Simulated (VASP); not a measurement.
# BN (C2/m) in VASP: a series of runs

The runs below take BN through single point, with PBE.

Program: VASP 6.6.1. These are calculated values, not measurements. Logs are shortened: lines on timing, memory, paths and dates and some standing lists are left out, and cuts for length are marked.

## (1) The cell of the first run

The structure is monoclinic, space group C2/m (No. 12). Conventional cell: a = 4.350 Å, b = 2.512 Å, c = 16.856 Å, α = 90.00°, β = 92.47°, γ = 90.00°. B (site symmetry m) has 3 N at 1.45 Å within 1.9 Å. B (site symmetry m) has 3 N at 1.45 Å within 1.9 Å. N (site symmetry m) has 3 B at 1.45 Å within 1.9 Å. N (site symmetry m) has 3 B at 1.45 Å within 1.9 Å.

## (2) Single point, PBE (the part above a cut slid along it)

The input, INCAR:

```
SYSTEM = BN
PREC = Accurate
ENCUT = 600
EDIFF = 1E-6
ISMEAR = 0
SIGMA = 0.05
LREAL = .False.
LASPH = .True.
NELM = 120
ALGO = Normal
ISIF = 2
LWAVE = .False.
LCHARG = .True.
GGA = PE
LELF = .True.
LVHAR = .True.
ISYM = 0
NBANDS = 26
GGA_COMPAT = .False.
```

The input, KPOINTS:

```
regular mesh
0
Gamma
  10 10 2
  0 0 0
```

The input, POSCAR:

```
BN
1.0
   -2.5116193520      0.0000000000      0.0000000000
   -1.2558096760     -2.1751261634      0.0000000000
   -1.8837145140     -1.8126051362     16.8407423124
B N
4 4
Direct
    0.0416666667     -0.3958333333      0.8750000000
    0.2083333333      0.0208333333      0.3750000000
    0.6250000000      0.5625000000      0.1250000000
    0.4583333333      0.1458333333      0.6250000000
    0.2916666667      0.2291666667      0.1250000000
    0.1250000000     -0.1875000000      0.6250000000
    0.3750000000     -0.0625000000      0.8750000000
    0.5416666667      0.3541666667      0.3750000000
```

Potentials or basis: VASP PAW PBE potentials, release 64 (B, N).

Launch:

```
$ cat potpaw_PBE.64/B/POTCAR potpaw_PBE.64/N/POTCAR > POTCAR
$ mpirun -np 1 vasp_std > vasp.out
```

OUTCAR:

```text
SYSTEM = BN
   PREC = Accurate
   ENCUT = 600
   EDIFF = 1E-6
   ISMEAR = 0
   LREAL = .False.
   LASPH = .True.
   NELM = 120
   ISIF = 2
   GGA = PE
   ISYM = 0

 ion  position               nearest neighbor table
   1  0.042  0.604  0.875-   7 1.45   7 1.45   7 1.45
   2  0.208  0.021  0.375-   8 1.45   8 1.45   8 1.45
   3  0.625  0.562  0.125-   5 1.45   5 1.45   5 1.45
   4  0.458  0.146  0.625-   6 1.45   6 1.45   6 1.45
   5  0.292  0.229  0.125-   3 1.45   3 1.45   3 1.45
   6  0.125  0.812  0.625-   4 1.45   4 1.45   4 1.45
   7  0.375  0.938  0.875-   1 1.45   1 1.45   1 1.45
   8  0.542  0.354  0.375-   2 1.45   2 1.45   2 1.45

IMPORTANT INFORMATION: All symmetrisations will be switched off!
NOSYMM: (Re-)initialisation of all symmetry stuff for point group C_1.

----------------------------------------------------------------------------------------

                                     Primitive cell

  volume of cell :      92.0025

  direct lattice vectors                    reciprocal lattice vectors
    -2.511619352  0.000000000  0.000000000    -0.398149504  0.229871723 -0.019793268
    -1.255809676 -2.175126163  0.000000000     0.000000000 -0.459743447 -0.049483171
    -1.883714514 -1.812605136 16.840742312     0.000000000  0.000000000  0.059379805

  length of vectors
     2.511619352  2.511619352 17.042432907     0.460169328  0.462398769  0.059379805

  position of ions in fractional coordinates (direct lattice)
     0.041666667  0.604166667  0.875000000
     0.208333333  0.020833333  0.375000000
     0.625000000  0.562500000  0.125000000
     0.458333333  0.145833333  0.625000000
     0.291666667  0.229166667  0.125000000
     0.125000000  0.812500000  0.625000000
     0.375000000  0.937500000  0.875000000
     0.541666667  0.354166667  0.375000000

  ion indices of the primitive-cell ions
   primitive index   ion index
                 1           1
                 2           2
                 3           3
                 4           4
                 5           5
                 6           6
                 7           7
                 8           8

----------------------------------------------------------------------------------------

 KPOINTS: regular mesh

Automatic generation of k-mesh.
 Grid dimensions read from file:
 generate k-points for:   10   10    2

 Generating k-lattice:

  Cartesian coordinates                     Fractional coordinates (reciprocal lattice)
    -0.039814950  0.022987172 -0.001979327     0.100000000  0.000000000  0.000000000
     0.000000000 -0.045974345 -0.004948317     0.000000000  0.100000000 -0.000000000
     0.000000000  0.000000000  0.029689903     0.000000000  0.000000000  0.500000000

  Length of vectors
     0.046016933  0.046239877  0.029689903

  Shift w.r.t. Gamma in fractional coordinates (k-lattice)
     0.000000000  0.000000000  0.000000000

 -----------------------------------------------------------------------------
|                                                                             |
|           W    W    AA    RRRRR   N    N  II  N    N   GGGG   !!!           |
|           W    W   A  A   R    R  NN   N  II  NN   N  G    G  !!!           |
|           W    W  A    A  R    R  N N  N  II  N N  N  G       !!!           |
|           W WW W  AAAAAA  RRRRR   N  N N  II  N  N N  G  GGG   !            |
|           WW  WW  A    A  R   R   N   NN  II  N   NN  G    G                |
|           W    W  A    A  R    R  N    N  II  N    N   GGGG   !!!           |
|                                                                             |
|     Your reciprocal lattice and k-lattice belong to different lattice       |
|     classes:                                                                |
|                                                                             |
|        The reciprocal lattice is base-centered monoclinic,                  |
|        whereas your k-lattice is triclinic.                                 |
|                                                                             |
|     Results are often still useful ...                                      |
|                                                                             |
 -----------------------------------------------------------------------------

 WARNING: IBZKPT: internal override: KBLOWUP is changed to .FALSE.
      ... skipping the blow-up phase ...

 Subroutine IBZKPT returns following result:
 ===========================================

 Found    104 irreducible k-points:

 Following reciprocal coordinates:
            Coordinates               Weight
  0.000000  0.000000  0.000000      1.000000
  0.100000  0.000000 -0.000000      2.000000
  0.200000  0.000000 -0.000000      2.000000
  0.300000  0.000000  0.000000      2.000000
  0.400000  0.000000  0.000000      2.000000
  0.500000  0.000000 -0.000000      1.000000
[... 16 lines left out ...]
 -0.400000  0.200000  0.000000      2.000000
 -0.300000  0.200000 -0.000000      2.000000
 [... further k-points ...]
   k-points           NKPTS =    104   k-points in BZ     NKDIM =    104   number of bands    NBANDS=     26
   number of dos      NEDOS =    301   number of ions     NIONS =      8
   total plane-waves  NPLWV =  56000
   dimension x,y,z NGX =    20 NGY =   20 NGZ =  140
   dimension x,y,z NGXF=    40 NGYF=   40 NGZF=  280
   ions per type =               4   4
   NGX,Y,Z   is equivalent  to a cutoff of  13.24, 13.24, 13.66 a.u.
   NGXF,Y,Z  is equivalent  to a cutoff of  26.48, 26.48, 27.31 a.u.
 SYSTEM =  BN
   PREC   = accura    normal or accurate (medium, high low for compatibility)
   ISTART =      0    job   : 0-new  1-cont  2-samecut
   ICHARG =      2    charge: 1-file 2-atom 10-const
   ISPIN  =      1    spin polarized calculation?
   LNONCOLLINEAR =      F non collinear calculations
   LSORBIT =      F    spin-orbit coupling
   LASPH  =      T    aspherical Exc in radial PAW
   ENCUT  =  600.0 eV  44.10 Ry    6.64 a.u.   5.02  5.02 34.04*2*pi/ulx,y,z
   NELM   =    120;   NELMIN=  2; NELMDL= -5     # of ELM steps
   EDIFF  = 0.1E-05   stopping-criterion for ELM
   LREAL  =      F    real-space projection
   EDIFFG = 0.1E-04   stopping-criterion for IOM
   NSW    =      0    number of steps for IOM
   IBRION =     -1    ionic relax: 0-MD 1-quasi-New 2-CG
   NFREE  =      0    steps in history (QN), initial steepest desc. (CG)
   ISIF   =      2    stress and relaxation
   ISYM   =      0    0-nonsym 1-usesym 2-fastsym
   POTIM  = 0.5000    time-step for ionic-motion
   TEBEG  =    0.0;   TEEND  =   0.0 temperature during run
   PSTRESS=    0.0 pullay stress
   NELECT =      32.0000    total number of electrons
   NUPDOWN=      -1.0000    fix difference up-down
   EMIN   =  10.00;   EMAX   =-10.00  energy-range for DOS
   EFERMI =   0.00;   METHOD = LEGACY
   ISMEAR =     0;   SIGMA  =   0.05  broadening in eV -4-tet -1-fermi 0-gaus
   EFERMI_NEDOS =   21; number of points for ismear=-14 and -15
   IALGO  =     38    algorithm
   IMIX   =      4    mixing-type and parameters
     AMIX     =   0.40;   BMIX     =  1.00
     AMIX_MAG =   1.60;   BMIX_MAG =  1.00
  volume/ion in A,a.u.               =      11.50        77.61
  Fermi-wavevector in a.u.,A,eV,Ry     =   1.151308  2.175657 18.034671  1.325511
  Thomas-Fermi vector in A             =   2.287967
   LORBIT       =      0    0 simple, 1 ext, 2 COOP (PROOUT), +10 PAW based schemes
   GGA     = PE    functional components
   LHFCALC =     F    Hartree Fock is set to
   AEXX    =    0.0000 exact exchange contribution
   IVDW    =     0    specifies the selected vdW correction
   LEPSILON=     F    determine dielectric tensor
   LRPA    =     F    only Hartree local field effects (RPA)
 non-spin polarized calculation
 Gauss-broadening in eV      SIGMA  =   0.05
  energy-cutoff  :      600.00
  volume of cell :       92.00
 maximum number of plane-waves:      3110
   NGX =  9   NGY =  9   NGZ = 67

 number of electron      31.9999997 magnetization

 Free energy of the ion-electron system (eV)
  ---------------------------------------------------
  ext. energy  EPLUGINS =         0.00000000
  ---------------------------------------------------
  free energy    TOTEN  =       -70.42719883 eV

  energy without entropy =      -70.42719883  energy(sigma->0) =      -70.42719883

 E-fermi :   0.7164     XC(G=0):  -8.5256

 val. band max:        0.4268125736   @ k =  -0.4000   0.3000   0.5000
 cond. band min:       4.9245063029   @ k =   0.0000   0.0000   0.0000
 fundamental gap:      4.4976937293
 Fermi energy:         0.7164371079

 k-point     1 :       0.0000    0.0000    0.0000
  band No.  band energies     occupation
      1     -17.0874      2.00000
      2     -17.0689      2.00000
      3     -17.0689      2.00000
      4     -17.0502      2.00000
      5      -4.9312      2.00000
      6      -4.6621      2.00000
[... 18 lines left out ...]
     25      12.0680      0.00000
     26      12.0722      0.00000

 k-point     2 :       0.1000    0.0000   -0.0000
  band No.  band energies     occupation
      1     -16.8961      2.00000
      2     -16.8791      2.00000
      3     -16.8772      2.00000
      4     -16.8600      2.00000
      5      -4.6701      2.00000
      6      -4.4204      2.00000
[... 18 lines left out ...]
     25      12.1191      0.00000
     26      12.2193      0.00000

 k-point     3 :       0.2000    0.0000   -0.0000
  band No.  band energies     occupation
      1     -16.3383      2.00000
      2     -16.3237      2.00000
      3     -16.3203      2.00000
      4     -16.3056      2.00000
      5      -3.9037      2.00000
      6      -3.6882      2.00000
[... 18 lines left out ...]
     25      11.6611      0.00000
     26      11.7687      0.00000

 k-point     4 :       0.3000    0.0000    0.0000
  band No.  band energies     occupation
      1     -15.4793      2.00000
      2     -15.4679      2.00000
      3     -15.4637      2.00000
      4     -15.4522      2.00000
      5      -5.6308      2.00000
      6      -5.6253      2.00000
[... 18 lines left out ...]
     25      11.4082      0.00000
     26      11.4815      0.00000

 k-point     5 :       0.4000    0.0000    0.0000
  band No.  band energies     occupation
      1     -14.5183      2.00000
      2     -14.5108      2.00000
      3     -14.5072      2.00000
      4     -14.4997      2.00000
      5      -7.4969      2.00000
      6      -7.4900      2.00000
[... 18 lines left out ...]
     25      11.5061      0.00000
     26      11.8426      0.00000

 k-point     6 :       0.5000    0.0000   -0.0000
  band No.  band energies     occupation
      1     -14.0155      2.00000
      2     -14.0112      2.00000
      3     -14.0096      2.00000
      4     -14.0052      2.00000
      5      -8.3162      2.00000
      6      -8.3081      2.00000
[... 427 lines left out ...]
 k-point    21 :       0.4000    0.2000    0.0000
  band No.  band energies     occupation
      1     -15.0013      2.00000
      2     -14.9960      2.00000
      3     -14.9852      2.00000
      4     -14.9798      2.00000
      5      -5.9393      2.00000
      6      -5.9369      2.00000
[... 18 lines left out ...]
     25      13.4591      0.00000
     26      13.5010      0.00000

 k-point    22 :       0.5000    0.2000   -0.0000
  band No.  band energies     occupation
      1     -14.1255      2.00000
      2     -14.1224      2.00000
      3     -14.1148      2.00000
      4     -14.1116      2.00000
      5      -7.2354      2.00000
      6      -7.2301      2.00000
[... 18 lines left out ...]
     25      13.3752      0.00000
     26      13.5032      0.00000

 k-point    23 :      -0.4000    0.2000    0.0000
  band No.  band energies     occupation
      1     -13.6858      2.00000
      2     -13.6830      2.00000
      3     -13.6807      2.00000
      4     -13.6778      2.00000
      5      -7.8601      2.00000
      6      -7.8536      2.00000
[... 18 lines left out ...]
     25      13.0217      0.00000
     26      13.1086      0.00000

 k-point    24 :      -0.3000    0.2000   -0.0000
  band No.  band energies     occupation
      1     -14.1265      2.00000
      2     -14.1196      2.00000
      3     -14.1176      2.00000
      4     -14.1107      2.00000
      5      -7.2354      2.00000
      6      -7.2301      2.00000
[... 18 lines left out ...]
     25      13.2114      0.00000
     26      13.6164      0.00000

 [... further k-points ...]

------------------------ aborting loop because EDIFF is reached ----------------------------------------

  FORCE on cell =-STRESS in cart. coord.  units (eV):
  Direction    XX          YY          ZZ          XY          YZ          ZX
  --------------------------------------------------------------------------------------
  -------------------------------------------------------------------------------------
  Total        0.0823887      0.0854059     -0.1006318      0.0026279     -0.0013970      0.0024107
  in kB        1.4347581      1.4873021     -1.7524522      0.0457634     -0.0243272      0.0419804
  external PRESSURE =       0.3898693 kB  Pullay stress =       0.0000000 kB

 VOLUME and BASIS-vectors are now :
 -----------------------------------------------------------------------------
  energy-cutoff  :      600.00
  volume of cell :       92.00
      direct lattice vectors                 reciprocal lattice vectors
    -2.511619352  0.000000000  0.000000000    -0.398149504  0.229871723 -0.019793268
    -1.255809676 -2.175126163  0.000000000     0.000000000 -0.459743447 -0.049483171
    -1.883714514 -1.812605136 16.840742312     0.000000000  0.000000000  0.059379805

 POSITION                                       TOTAL-FORCE (eV/Angst)
 -----------------------------------------------------------------------------------
     -2.51162     -2.90017     14.73565        -0.000742      0.000453     -0.001104
     -1.25581     -0.72504      6.31528         0.000037      0.000003     -0.000019
     -2.51162     -1.45008      2.10509         0.000827     -0.000457      0.001064
     -2.51162     -1.45008     10.52546         0.000040     -0.000005     -0.000022
     -1.25581     -0.72504      2.10509        -0.000341      0.000140      0.000214
     -2.51162     -2.90017     10.52546         0.000066     -0.000025     -0.000015
     -3.76743     -3.62521     14.73565         0.000217     -0.000093     -0.000178
     -2.51162     -1.45008      6.31528        -0.000105     -0.000014      0.000060
 -----------------------------------------------------------------------------------
    total drift:                               -0.000327      0.000019      0.000155

  FREE ENERGIE OF THE ION-ELECTRON SYSTEM (eV)
  ---------------------------------------------------
  free  energy   TOTEN  =       -70.4271988342 eV

  energy  without entropy=      -70.4271988342  energy(sigma->0) =      -70.42719883
```

Run time: 5.4 min. Hardware: 1 thread of Oxide Virtual Turin-like, shared host; peak memory 0.34 GiB.

Results:

| Item | Value |
| --- | --- |
| Free energy | -70.4272 eV |
| Pressure | 0.0 GPa |
| Band gap on the k mesh | 4.50 eV (least direct gap 4.83 eV) |

Levels at points of the mesh, in eV from the valence-band top:
| k point | band 14 | band 15 | band 16 | band 17 | band 18 | band 19 |
| --- | --- | --- | --- | --- | --- | --- |
| (0.00, 0.00, 0.00) | -1.23 | -1.23 | -1.23 | 4.50 | 5.75 | 5.75 |
| (0.50, 0.00, 0.00) | -0.78 | -0.78 | -0.67 | 4.65 | 4.86 | 4.93 |
| (0.00, 0.50, 0.00) | -0.84 | -0.72 | -0.70 | 4.74 | 4.83 | 4.96 |
| (0.50, 0.50, 0.00) | -0.84 | -0.72 | -0.70 | 4.74 | 4.83 | 4.96 |
| (0.00, 0.00, 0.50) | -1.23 | -1.23 | -1.23 | 4.83 | 4.84 | 6.99 |
| (0.50, 0.00, 0.50) | -0.86 | -0.70 | -0.70 | 4.67 | 4.77 | 5.04 |
| (0.00, 0.50, 0.50) | -0.79 | -0.77 | -0.68 | 4.74 | 4.83 | 4.95 |
| (0.50, 0.50, 0.50) | -0.79 | -0.77 | -0.68 | 4.74 | 4.83 | 4.95 |

Caveat: the cell differs from its parent crystal (the part above a cut slid along it); this functional lacks dispersion, which binds layers or chains, so the pressure and a relaxed spacing across them are unreliable. A k mesh can miss the band edges.

## (3) Single point, PBE (the part above a cut slid along it)

The input, INCAR:

```
SYSTEM = BN
PREC     = Accurate       ! precision mode
ENCUT    = 600            ! plane-wave cutoff, eV
EDIFF    = 1E-6           ! SCF threshold, eV
ISMEAR   = 0              ! smearing method
SIGMA    = 0.05           ! smearing width, eV
LREAL    = .FALSE.        ! projectors in reciprocal space
LASPH    = .TRUE.         ! aspherical terms in the spheres
NELM     = 120            ! most SCF steps
ALGO     = Normal         ! electronic algorithm
ISIF     = 2              ! what is computed and relaxed
LWAVE    = .FALSE.        ! write WAVECAR
LCHARG   = .TRUE.         ! write CHGCAR
GGA      = PE             ! functional
LELF     = .TRUE.         ! ELF
LVHAR    = .TRUE.       
ISYM     = 0            
NBANDS   = 26             ! bands
GGA_COMPAT= .FALSE.
```

The input, KPOINTS:

```
Automatic mesh
0
G
  10 10 2
  0 0 0
```

The input, POSCAR:

```
BN
1.0
   -2.5116193520      0.0000000000      0.0000000000
   -1.2558096760     -2.1751261634      0.0000000000
   -2.1976669330     -1.6313446226     16.8407423124
B N
4 4
Direct
   -0.1041666667     -0.3229166667      0.8750000000
    0.1458333333      0.0520833333      0.3750000000
    0.6041666667      0.5729166667      0.1250000000
    0.3541666667      0.1979166667      0.6250000000
    0.2708333333      0.2395833333      0.1250000000
    0.0208333333     -0.1354166667      0.6250000000
    0.2291666667      0.0104166667      0.8750000000
    0.4791666667      0.3854166667      0.3750000000
```

Potentials or basis: VASP PAW PBE potentials, release 64 (B, N).

Launch:

```
$ cat potpaw_PBE.64/B/POTCAR potpaw_PBE.64/N/POTCAR > POTCAR
$ mpirun -np 1 vasp_std > vasp.out
```

Run time: 3.5 min. Hardware: 1 thread of Oxide Virtual Turin-like, shared host; peak memory 0.34 GiB.

It converged, with:

```yaml
Free_energy: -70.4271 eV
Pressure: 0.0 GPa
Band_gap_on_the_k_mesh: 4.50 eV (least direct gap 4.80 eV)
```

Stress tensor (GPa, compression positive):
```
 0.14  0.00  0.00
 0.00  0.15  0.00
 0.00  0.00 -0.17
```

Levels at points of the mesh, in eV from the valence-band top:
| k point | band 13 | band 14 | band 15 | band 16 | band 17 | band 18 | band 19 | band 20 |
| --- | --- | --- | --- | --- | --- | --- | --- | --- |
| (0.00, 0.00, 0.00) | -1.23 | -1.23 | -1.23 | -1.23 | 4.50 | 5.75 | 5.76 | 7.80 |
| (0.50, 0.00, 0.00) | -0.88 | -0.79 | -0.77 | -0.67 | 4.66 | 4.87 | 4.93 | 5.16 |
| (0.00, 0.50, 0.00) | -0.86 | -0.82 | -0.73 | -0.69 | 4.72 | 4.87 | 4.93 | 5.09 |
| (0.50, 0.50, 0.00) | -0.86 | -0.82 | -0.73 | -0.69 | 4.72 | 4.87 | 4.93 | 5.09 |
| (0.00, 0.00, 0.50) | -1.23 | -1.23 | -1.23 | -1.23 | 4.84 | 4.84 | 6.99 | 6.99 |
| (0.50, 0.00, 0.50) | -0.86 | -0.84 | -0.71 | -0.70 | 4.70 | 4.77 | 5.04 | 5.11 |
| (0.00, 0.50, 0.50) | -0.87 | -0.80 | -0.75 | -0.68 | 4.76 | 4.79 | 5.00 | 5.07 |
| (0.50, 0.50, 0.50) | -0.87 | -0.80 | -0.75 | -0.68 | 4.76 | 4.79 | 5.00 | 5.07 |

Caveat: the cell differs from its parent crystal (the part above a cut slid along it); this functional lacks dispersion, which binds layers or chains, so the pressure and a relaxed spacing across them are unreliable.
